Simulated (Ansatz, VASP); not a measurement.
Two plane-wave programs on Si4O

```
Si O
1.0
     3.83334    0.00000    0.00000
     0.00000    3.83334    0.00000
     0.00000    0.00000   21.20348
Si O
4 1
Direct
  0.00000 0.50000 0.18865
  0.00000 0.00000 0.25257
  0.50000 0.00000 0.31919
  0.50000 0.50000 0.38218
  0.00000 0.75000 0.50008
```

Alike in both runs: task single point; functional PBE; dispersion D3(BJ); k mesh 7 × 7 × 1; occupations gaussian, width 0.05 eV; collinear spin.

|  | VASP | Ansatz |
| --- | --- | --- |
| version | VASP 6.6.1 | Ansatz 0.2.0 |
| potentials or method | VASP PAW PBE potentials, release 64 (Si, O), cutoff 520 eV | scalar-relativistic, plane waves, PAW |
| valence electrons in the cell | 22 | 22 |

Ansatz gave:

- gap on the k mesh at the Fermi level (eV): none
- rms of the force components (eV/Å): 0.324
- net moment per atom (μB): 0.37
- size of the moment on the site where the two differ most (μB): 1.73
- work function, face that differs most (eV): 7.50

Question: What did VASP give for the same quantities?

Answer: gap on the k mesh at the Fermi level (eV): none; rms of the force components (eV/Å): 0.325; net moment per atom (μB): 0.33; size of the moment on the site where the two differ most (μB): 1.39; work function, face that differs most (eV): 7.45.

Site moments also hang on the region over which each program counts them. Atom by atom the forces differ by 0.007 eV/Å (rms over components). A gap of «none» marks a metal or a gap that the smearing closes.
